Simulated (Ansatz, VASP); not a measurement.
# One calculation of B5P, two programs

```
B P
1.0
     1.74855    1.00953    4.95781
    -1.74855    1.00953    4.95781
     0.00000   -2.01906    4.95781
B P
5 1
Direct
  0.23762 0.23762 0.23762
  0.76238 0.76238 0.76238
  0.50000 0.50000 0.00000
  0.00000 0.50000 0.50000
  0.50000 0.00000 0.50000
  0.50000 0.50000 0.50000
```

Alike in both runs: functional PBE; k mesh 5 × 5 × 5; occupations gaussian, width 0.2 eV; no spin polarisation.

Ansatz relaxed the structure, and its values are those at the end. VASP's run is a single point on that final structure, the one shown.

|  | VASP | Ansatz |
| --- | --- | --- |
| version | VASP 6.6.1 | Ansatz 0.2.0 |
| potentials or method | VASP PAW PBE potentials, release 64 (B, P), cutoff 500 eV | scalar-relativistic, plane waves, PAW |
| valence electrons in the cell | 20 | 20 |

```csv
,VASP,Ansatz,Ansatz less VASP
gap on the k mesh at the Fermi level (eV),none,none,-
pressure (GPa),-0.3,-0.2,+0.05
rms of the force components (eV/Å),0.011,0.007,-0.0042
```

A gap of «none» marks a metal or a gap that the smearing closes.

The k mesh is coarse, so the values compare programs but aren't converged.
